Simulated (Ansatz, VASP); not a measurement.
# One calculation of SnSe, two programs

Contents of INCAR:

```
ALGO = Normal
EDIFF = 1E-6
ENCUT = 520
GGA = PE
ISIF = 2
ISMEAR = -1
LASPH = T
LCHARG = F
LREAL = F
LWAVE = F
NBANDS = 17
NELM = 100
PREC = Accurate
SIGMA = 0.02
```

The input KPOINTS:

```
k-points
0
Gamma
  8 8 8
```

POSCAR

```
SnSe
1.0
    0.0000000000      3.0021131602      3.0021131602
    3.0021131602      0.0000000000      3.0021131602
    3.0021131602      3.0021131602      0.0000000000
Sn Se
1 1
Direct
    0.0000000000      0.0000000000      0.0000000000
    0.5000000000      0.5000000000      0.5000000000
```

Input for Ansatz:

```yaml
crystal:
  lattice:
    - [0.0, 3.0021131602, 3.0021131602]
    - [3.0021131602, 0.0, 3.0021131602]
    - [3.0021131602, 3.0021131602, 0.0]
  atoms:
    - { symbol: Sn, position: [0.0, 0.0, 0.0] }
    - { symbol: Se, position: [0.5, 0.5, 0.5] }
kpoints:
  mp_grid: { grid: [8, 8, 8] }
  band_path:
    path:
      - [0.0, 0.0, 0.0]
      - [0.5, 0.0, 0.5]
      - [0.625, 0.25, 0.625]
      - [0.375, 0.375, 0.75]
      - [0.5, 0.5, 0.5]
      - [0.5, 0.25, 0.75]
      - [-0.052246, -0.051758, 0.484131]
      - [-0.057292, -0.041911, 0.479818]
      - [0.5, 0.475, 0.525]
    npoints: 1
hamiltonian:
  xc: pbe
scf:
  occupations: { method: fermi_dirac, width: 0.02 }
  n_extra_bands: 4
output:
  forces: true
  stress: true
  eigenvalues: true
```

Alike in both runs: task single point; functional PBE; k mesh 8 × 8 × 8; occupations fermi-dirac, width 0.02 eV; no spin polarisation.

|  | VASP | Ansatz |
| --- | --- | --- |
| version | VASP 6.6.1 | Ansatz 0.2.0 |
| potentials or method | VASP PAW PBE potentials, release 64 (Sn_d, Se) | plane waves, PAW |
| plane-wave cutoff (eV) | 520 | 420 |
| valence electrons in the cell | 20 | 30 |

```tsv
	VASP	Ansatz	Ansatz less VASP
pressure (GPa)	1.3	1.3	+0.01
```

VASP's potentials hold 20 valence electrons a cell and Ansatz's 30, so a difference there can come from the potentials and not from the codes.
